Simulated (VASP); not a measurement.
# PbS (I4/mmm) in VASP: further runs, part 2 of 2

VASP 6.6.1. The steps go on from the part before.

## 4. Single point, r2SCAN (strain -0.030 along x and y, +0.030 along z)

POSCAR reads:

```
PbS
1.0
    0.0000000000      2.8760500000      3.0539500000
    2.8760500000      0.0000000000      3.0539500000
    2.8760500000      2.8760500000      0.0000000000
Pb S
1 1
Direct
    0.0000000000      0.0000000000      0.0000000000
    0.5000000000      0.5000000000      0.5000000000
```

INCAR.step1 reads:

```
SYSTEM = PbS
PREC = Accurate
ENCUT = 520
ISMEAR = 0
SIGMA = 0.05
LREAL = .FALSE.
LASPH = .TRUE.
NELM = 100
NBANDS = 17
GGA = PE
ALGO = Normal
EDIFF = 1E-4
LWAVE = .TRUE.
LCHARG = .FALSE.
```

INCAR.step2 reads:

```
SYSTEM = PbS
PREC = Accurate
ENCUT = 520
EDIFF = 1E-6
ISMEAR = 0
SIGMA = 0.05
LREAL = .FALSE.
LASPH = .TRUE.
NELM = 100
ALGO = Normal
ISIF = 2
LWAVE = .FALSE.
LCHARG = .FALSE.
METAGGA = R2SCAN
LMIXTAU = .TRUE.
NBANDS = 17
ISTART = 1
```

KPOINTS reads:

```
regular mesh
0
G
  8 8 8
  0 0 0
```

Potentials or basis: VASP PAW PBE potentials, release 64 (Pb_d, S).

On the command line:

```bash
> cat potpaw_PBE.64/Pb_d/POTCAR potpaw_PBE.64/S/POTCAR > POTCAR
> cp INCAR.step1 INCAR
> mpirun -np 1 vasp_std > vasp.out
> cp INCAR.step2 INCAR
> mpirun -np 1 vasp_std > vasp.out
```

OUTCAR:

```text
SYSTEM = PbS
   PREC = Accurate
   ENCUT = 520
   EDIFF = 1E-6
   ISMEAR = 0
   LREAL = .FALSE.
   LASPH = .TRUE.
   NELM = 100
   ISIF = 2
   METAGGA = R2SCAN
   ISTART = 1

 ion  position               nearest neighbor table
   1  0.000  0.000  0.000-   2 2.88   2 2.88   2 2.88   2 2.88   2 3.05   2 3.05
   2  0.500  0.500  0.500-   1 2.88   1 2.88   1 2.88   1 2.88   1 3.05   1 3.05

  LATTYP: Found a body centered tetragonal cell.
 ALAT       =     4.0673489161
 C/A-ratio  =     1.5016906899

  Lattice vectors:

 A1 = (  -2.8760500000,   0.0000000000,   3.0539500000)
 A2 = (   2.8760500000,   0.0000000000,   3.0539500000)
 A3 = (   0.0000000000,   2.8760500000,  -3.0539500000)

Analysis of symmetry for initial positions (statically):
=====================================================================
 Subroutine PRICEL returns:
 Original cell was already a primitive cell.

 Routine SETGRP: Setting up the symmetry group for a
 body centered tetragonal supercell.

 Subroutine GETGRP returns: Found 16 space group operations
 (whereof 16 operations were pure point group operations)
 out of a pool of 16 trial point group operations.

The static configuration has the point symmetry D_4h.

Analysis of symmetry for dynamics (positions and initial velocities):
=====================================================================
 Subroutine PRICEL returns:
 Original cell was already a primitive cell.

 Routine SETGRP: Setting up the symmetry group for a
 body centered tetragonal supercell.

 Subroutine GETGRP returns: Found 16 space group operations
 (whereof 16 operations were pure point group operations)
 out of a pool of 16 trial point group operations.

The dynamic configuration has the point symmetry D_4h.

 Subroutine INISYM returns: Found 16 space group operations
 (whereof 16 operations are pure point group operations),
 and found     1 'primitive' translations

----------------------------------------------------------------------------------------

                                     Primitive cell

  volume of cell :      50.5225

  direct lattice vectors                    reciprocal lattice vectors
     0.000000000  2.876050000  3.053950000    -0.173849551  0.173849551  0.163722392
     2.876050000  0.000000000  3.053950000     0.173849551 -0.173849551  0.163722392
     2.876050000  2.876050000  0.000000000     0.173849551  0.173849551 -0.163722392

  length of vectors
     4.195029703  4.195029703  4.067348916     0.295385095  0.295385095  0.295385095

  position of ions in fractional coordinates (direct lattice)
     0.000000000  0.000000000  0.000000000
     0.500000000  0.500000000  0.500000000

  ion indices of the primitive-cell ions
   primitive index   ion index
                 1           1
                 2           2

----------------------------------------------------------------------------------------

 KPOINTS: regular mesh

Automatic generation of k-mesh.
 Grid dimensions read from file:
 generate k-points for:    8    8    8

 Generating k-lattice:

  Cartesian coordinates                     Fractional coordinates (reciprocal lattice)
    -0.021731194  0.021731194  0.020465299     0.125000000  0.000000000  0.000000000
     0.021731194 -0.021731194  0.020465299     0.000000000  0.125000000  0.000000000
     0.021731194  0.021731194 -0.020465299    -0.000000000 -0.000000000  0.125000000

  Length of vectors
     0.036923137  0.036923137  0.036923137

  Shift w.r.t. Gamma in fractional coordinates (k-lattice)
     0.000000000  0.000000000  0.000000000

 Subroutine IBZKPT returns following result:
 ===========================================

 Found     59 irreducible k-points:

 Following reciprocal coordinates:
            Coordinates               Weight
  0.000000  0.000000  0.000000      1.000000
  0.125000 -0.000000  0.000000      8.000000
  0.250000 -0.000000  0.000000      8.000000
  0.375000  0.000000  0.000000      8.000000
  0.500000 -0.000000  0.000000      4.000000
  0.125000  0.125000  0.000000      2.000000
[... 16 lines left out ...]
  0.250000 -0.000000  0.125000     16.000000
  0.375000  0.000000  0.125000     16.000000
 [... further k-points ...]
   k-points           NKPTS =     59   k-points in BZ     NKDIM =     59   number of bands    NBANDS=     17
   number of dos      NEDOS =    301   number of ions     NIONS =      2
   total plane-waves  NPLWV =  30720
   dimension x,y,z NGX =    32 NGY =   32 NGZ =   30
   dimension x,y,z NGXF=    64 NGYF=   64 NGZF=   60
   ions per type =               1   1
   NGX,Y,Z   is equivalent  to a cutoff of  12.68, 12.68, 12.26 a.u.
   NGXF,Y,Z  is equivalent  to a cutoff of  25.36, 25.36, 24.52 a.u.
 SYSTEM =  PbS
   PREC   = accura    normal or accurate (medium, high low for compatibility)
   ISTART =      1    job   : 0-new  1-cont  2-samecut
   ICHARG =      0    charge: 1-file 2-atom 10-const
   ISPIN  =      1    spin polarized calculation?
   LNONCOLLINEAR =      F non collinear calculations
   LSORBIT =      F    spin-orbit coupling
   LASPH  =      T    aspherical Exc in radial PAW
   ENCUT  =  520.0 eV  38.22 Ry    6.18 a.u.   7.80  7.80  7.56*2*pi/ulx,y,z
   NELM   =    100;   NELMIN=  2; NELMDL=  0     # of ELM steps
   EDIFF  = 0.1E-05   stopping-criterion for ELM
   LREAL  =      F    real-space projection
[... 7 lines left out ...]
   TEBEG  =    0.0;   TEEND  =   0.0 temperature during run
   PSTRESS=    0.0 pullay stress
   NELECT =      20.0000    total number of electrons
   NUPDOWN=      -1.0000    fix difference up-down
   EMIN   =  10.00;   EMAX   =-10.00  energy-range for DOS
   EFERMI =   0.00;   METHOD = LEGACY
   ISMEAR =     0;   SIGMA  =   0.05  broadening in eV -4-tet -1-fermi 0-gaus
   EFERMI_NEDOS =   21; number of points for ismear=-14 and -15
   IALGO  =     38    algorithm
   IMIX   =      4    mixing-type and parameters
     AMIX     =   0.40;   BMIX     =  1.00
     AMIX_MAG =   1.60;   BMIX_MAG =  1.00
  volume/ion in A,a.u.               =      25.26       170.47
  Fermi-wavevector in a.u.,A,eV,Ry     =   1.202052  2.271549 19.659451  1.444929
  Thomas-Fermi vector in A             =   2.337844
   LORBIT       =      0    0 simple, 1 ext, 2 COOP (PROOUT), +10 PAW based schemes
   METAGGA = R2SCAN    functional components
   LHFCALC =     F    Hartree Fock is set to
   AEXX    =    0.0000 exact exchange contribution
   IVDW    =     0    specifies the selected vdW correction
   LEPSILON=     F    determine dielectric tensor
   LRPA    =     F    only Hartree local field effects (RPA)
 non-spin polarized calculation
 Gauss-broadening in eV      SIGMA  =   0.05
  energy-cutoff  :      520.00
  volume of cell :       50.52
 maximum number of plane-waves:      1379
   NGX = 15   NGY = 15   NGZ = 15

 number of electron      19.9999999 magnetization

 Free energy of the ion-electron system (eV)
  ---------------------------------------------------
  ext. energy  EPLUGINS =         0.00000000
  ---------------------------------------------------
  free energy    TOTEN  =       -65.52718233 eV

  energy without entropy =      -65.52718233  energy(sigma->0) =      -65.52718233

 E-fermi :   6.4615     XC(G=0): -10.4133

 val. band max:        6.2697396865   @ k =   0.5000  -0.0000   0.0000
 cond. band min:       6.6530078999   @ k =   0.5000  -0.0000   0.0000
 fundamental gap:      0.3832682134
 Fermi energy:         6.4614589432

 k-point     1 :       0.0000    0.0000    0.0000
  band No.  band energies     occupation
      1     -11.3842      2.00000
      2     -11.3703      2.00000
      3     -11.3703      2.00000
      4     -11.3580      2.00000
      5     -11.3323      2.00000
      6      -8.3973      2.00000
[... 9 lines left out ...]
     16      13.3301      0.00000
     17      14.6946      0.00000

 k-point     2 :       0.1250   -0.0000    0.0000
  band No.  band energies     occupation
      1     -11.3857      2.00000
      2     -11.3693      2.00000
      3     -11.3662      2.00000
      4     -11.3514      2.00000
      5     -11.3371      2.00000
      6      -8.2551      2.00000
[... 9 lines left out ...]
     16      13.6943      0.00000
     17      15.7331      0.00000
[... 421 lines left out ...]
 k-point    24 :       0.3750    0.0000    0.1250
  band No.  band energies     occupation
      1     -11.4040      2.00000
      2     -11.3811      2.00000
      3     -11.3710      2.00000
      4     -11.3381      2.00000
      5     -11.3056      2.00000
      6      -7.3641      2.00000
[... 9 lines left out ...]
     16      16.4420      0.00000
     17      18.0644      0.00000

 [... further k-points ...]

------------------------ aborting loop because EDIFF is reached ----------------------------------------

  FORCE on cell =-STRESS in cart. coord.  units (eV):
  Direction    XX          YY          ZZ          XY          YZ          ZX
  --------------------------------------------------------------------------------------
  -------------------------------------------------------------------------------------
  Total        2.1828892      2.1828892     -0.4868551      0.0000000      0.0000000     -0.0000000
  in kB       69.2241266     69.2241266    -15.4392259      0.0000000      0.0000000     -0.0000000
  external PRESSURE =      41.0030091 kB  Pullay stress =       0.0000000 kB

 VOLUME and BASIS-vectors are now :
 -----------------------------------------------------------------------------
  energy-cutoff  :      520.00
  volume of cell :       50.52
      direct lattice vectors                 reciprocal lattice vectors
     0.000000000  2.876050000  3.053950000    -0.173849551  0.173849551  0.163722392
     2.876050000  0.000000000  3.053950000     0.173849551 -0.173849551  0.163722392
     2.876050000  2.876050000  0.000000000     0.173849551  0.173849551 -0.163722392

 POSITION                                       TOTAL-FORCE (eV/Angst)
 -----------------------------------------------------------------------------------
      0.00000      0.00000      0.00000         0.000000      0.000000      0.000000
      2.87605      2.87605      3.05395        -0.000000     -0.000000     -0.000000
 -----------------------------------------------------------------------------------
    total drift:                                0.000000     -0.000000     -0.000000

  FREE ENERGIE OF THE ION-ELECTRON SYSTEM (eV)
  ---------------------------------------------------
  free  energy   TOTEN  =       -65.5271823324 eV

  energy  without entropy=      -65.5271823322  energy(sigma->0) =      -65.52718233
```

OSZICAR.step1:

```text
N       E                     dE             d eps       ncg     rms          rms(c)
DAV:   1     0.160908737265E+03    0.16091E+03   -0.98050E+03  2006   0.125E+03
DAV:   2     0.320335828774E+01   -0.15771E+03   -0.15197E+03  2108   0.320E+02
DAV:   3    -0.879958983263E+01   -0.12003E+02   -0.11859E+02  2581   0.922E+01
DAV:   4    -0.912240482962E+01   -0.32281E+00   -0.32244E+00  2626   0.161E+01
DAV:   5    -0.913318109979E+01   -0.10776E-01   -0.10775E-01  2959   0.290E+00    0.502E+00
DAV:   6    -0.866716731482E+01    0.46601E+00   -0.12782E+00  3201   0.810E+00    0.353E+00
DAV:   7    -0.866576286980E+01    0.14044E-02   -0.14681E-01  2448   0.198E+00    0.194E+00
DAV:   8    -0.866898286026E+01   -0.32200E-02   -0.15576E-02  2468   0.138E+00    0.163E-01
DAV:   9    -0.866865480817E+01    0.32805E-03   -0.28516E-03  3209   0.487E-01    0.919E-02
DAV:  10    -0.866880091171E+01   -0.14610E-03   -0.33083E-04  2325   0.123E-01    0.506E-02
DAV:  11    -0.866881203428E+01   -0.11123E-04   -0.67979E-05  1959   0.925E-02
   1 F= -.86688120E+01 E0= -.86687843E+01  d E =-.555469E-04
```

It took 66 s on 1 thread of Intel Xeon 6975P-C (Granite Rapids), shared host; peak memory 0.21 GiB.

What came out:

- Free energy: -65.5272 eV
- Pressure: 4.1 GPa
- Band gap on the k mesh: 0.38 eV

Caveat: the cell differs from its parent crystal (strain -0.030 along x and y, +0.030 along z); the cell stands under pressure; the PAW data sets were made with another functional, which shifts forces and pressure a little; spin-orbit coupling is left out, which moves the levels of the heavy elements. A k mesh can miss the band edges.

## 5. Single point, r2SCAN (strain -0.015 along x and y, +0.000 along z)

POSCAR reads:

```
PbS
1.0
    0.0000000000      2.9205250000      2.9650000000
    2.9205250000      0.0000000000      2.9650000000
    2.9205250000      2.9205250000      0.0000000000
Pb S
1 1
Direct
    0.0000000000      0.0000000000      0.0000000000
    0.5000000000      0.5000000000      0.5000000000
```

INCAR.step1 reads:

```
PREC     = Accurate       # precision mode
ENCUT    = 520            # plane-wave cutoff, eV
ISMEAR   = 0              # smearing method
SIGMA    = 0.05           # smearing width, eV
LREAL    = F              # projectors in reciprocal space
LASPH    = T              # aspherical terms in the spheres
NELM     = 80             # most SCF steps
NBANDS   = 17             # bands
GGA      = PE             # functional
ALGO     = Normal         # electronic algorithm
EDIFF    = 1E-4           # SCF threshold, eV
LWAVE    = T              # write WAVECAR
LCHARG   = F              # write CHGCAR
```

INCAR.step2 reads:

```
PREC     = Accurate       # precision mode
ENCUT    = 520            # plane-wave cutoff, eV
EDIFF    = 1E-6           # SCF threshold, eV
ISMEAR   = 0              # smearing method
SIGMA    = 0.05           # smearing width, eV
LREAL    = F              # projectors in reciprocal space
LASPH    = T              # aspherical terms in the spheres
NELM     = 80             # most SCF steps
ALGO     = Normal         # electronic algorithm
ISIF     = 2              # what is computed and relaxed
LWAVE    = F              # write WAVECAR
LCHARG   = F              # write CHGCAR
METAGGA  = R2SCAN         # meta-GGA
LMIXTAU  = T            
NBANDS   = 17             # bands
ISTART   = 1
```

KPOINTS reads:

```
Automatic mesh
0
Gamma
  8 8 8
```

On the command line:

```bash
> cat potpaw_PBE.64/Pb_d/POTCAR potpaw_PBE.64/S/POTCAR > POTCAR
> cp INCAR.step1 INCAR
> mpirun -np 1 vasp_std > vasp.out
> cp INCAR.step2 INCAR
> mpirun -np 1 vasp_std > vasp.out
```

Run time: 60 s. Hardware: 1 thread of Intel Xeon 6975P-C (Granite Rapids), shared host; peak memory 0.21 GiB.

The run converged. Its results:

```
Free energy            : -65.5799 eV
Pressure               : 3.4 GPa
Band gap on the k mesh : 0.49 eV
```

Stress tensor (GPa, compression positive):
```
4.19 0.00 0.00
0.00 4.19 0.00
0.00 0.00 1.90
```

Levels at points of the mesh, in eV from the valence-band top:
```tsv
k point	band 7	band 8	band 9	band 10	band 11	band 12	band 13	band 14
(0.00, 0.00, 0.00)	-6.09	-2.60	-2.60	-2.47	5.35	5.72	5.72	6.94
(0.50, 0.00, 0.00)	-9.37	-2.15	-2.11	0.00	0.49	2.00	2.10	9.16
(0.50, 0.50, 0.00)	-7.41	-5.71	-3.87	-3.87	4.00	5.94	6.22	6.22
(0.50, 0.00, 0.50)	-7.50	-5.74	-3.98	-3.82	3.93	5.95	6.13	6.31
```

Caveat: the cell differs from its parent crystal (strain -0.015 along x and y, +0.000 along z); the cell stands under pressure; the PAW data sets were made with another functional, which shifts forces and pressure a little; spin-orbit coupling is left out, which moves the levels of the heavy elements.

## 6. Single point, r2SCAN (strain +0.000 along x and y, -0.015 along z)

POSCAR reads:

```
PbS
1.0
    0.0000000000      2.9650000000      2.9205250000
    2.9650000000      0.0000000000      2.9205250000
    2.9650000000      2.9650000000      0.0000000000
Pb S
1 1
Direct
    0.0000000000      0.0000000000      0.0000000000
    0.5000000000      0.5000000000      0.5000000000
```

INCAR.step1 reads:

```
SYSTEM = PbS
ALGO = Normal
EDIFF = 1E-4
ENCUT = 520
GGA = PE
ISMEAR = 0
LASPH = .True.
LCHARG = .False.
LREAL = .False.
LWAVE = .True.
NBANDS = 17
NELM = 100
PREC = Accurate
SIGMA = 0.05
```

INCAR.step2 reads:

```
SYSTEM = PbS
ALGO = Normal
EDIFF = 1E-7
ENCUT = 520
ISIF = 2
ISMEAR = 0
ISTART = 1
LASPH = .True.
LCHARG = .False.
LMIXTAU = .True.
LREAL = .False.
LWAVE = .False.
METAGGA = R2SCAN
NBANDS = 17
NELM = 100
PREC = Accurate
SIGMA = 0.05
```

KPOINTS reads:

```
k-points
0
Gamma
  8 8 8
  0 0 0
```

Potentials or basis: VASP PAW PBE potentials, release 64 (Pb_d, S).

On the command line:

```bash
> cat potpaw_PBE.64/Pb_d/POTCAR potpaw_PBE.64/S/POTCAR > POTCAR
> cp INCAR.step1 INCAR
> mpirun -np 1 vasp_std > vasp.out
> cp INCAR.step2 INCAR
> mpirun -np 1 vasp_std > vasp.out
```

It took 72 s on 1 thread of Intel Xeon 6975P-C (Granite Rapids), shared host; peak memory 0.21 GiB.

The run converged. Its results:

```yaml
Free_energy: -65.5941 eV
Pressure: 2.4 GPa
Band_gap_on_the_k_mesh: 0.55 eV
```

Stress tensor (GPa, compression positive):
```
1.63 0.00 0.00
0.00 1.63 0.00
0.00 0.00 3.88
```

Levels at points of the mesh, in eV from the valence-band top:
```tsv
k point	band 7	band 8	band 9	band 10	band 11	band 12	band 13	band 14
(0.00, 0.00, 0.00)	-6.10	-2.54	-2.41	-2.41	5.45	5.45	5.82	7.03
(0.50, 0.00, 0.00)	-9.25	-2.05	-2.02	0.00	0.55	2.06	2.16	9.16
(0.50, 0.50, 0.00)	-7.48	-5.59	-3.78	-3.78	4.00	6.06	6.06	6.16
(0.50, 0.00, 0.50)	-7.39	-5.56	-3.83	-3.67	4.07	5.97	5.98	6.33
```

Caveat: the cell differs from its parent crystal (strain +0.000 along x and y, -0.015 along z); the PAW data sets were made with another functional, which shifts forces and pressure a little; spin-orbit coupling is left out, which moves the levels of the heavy elements. A k mesh can miss the band edges.

## 7. The runs side by side

```tsv
cell	gap on the mesh (eV)	pressure (GPa)
a = 4.099, b = 4.099, c = 4.130 Å, angles 59.7, 59.7, 60.5°, 2 atoms	0.35	5.8
a = 4.163, b = 4.163, c = 4.067 Å, angles 60.8, 60.8, 58.5°, 2 atoms	0.36	4.9
a = 4.195, b = 4.195, c = 4.067 Å, angles 61.0, 61.0, 58.0°, 2 atoms	0.38	4.1
a = 4.162, b = 4.162, c = 4.130 Å, angles 60.3, 60.3, 59.5°, 2 atoms	0.49	3.4
a = 4.162, b = 4.162, c = 4.193 Å, angles 59.8, 59.8, 60.5°, 2 atoms	0.55	2.4
```

Alike in all rows: task single point; level r2SCAN; potentials or basis VASP PAW PBE potentials, release 64 (Pb_d, S); no spin polarisation; k mesh 8 × 8 × 8; cutoff (eV) 520; smearing gaussian 0.05 eV.

Caveats: the PAW data sets were made with another functional, which shifts forces and pressure a little; spin-orbit coupling is left out, which moves the levels of the heavy elements; the cell stands under pressure (at least some runs).

Absolute energies hang on the potentials; compare differences alone.
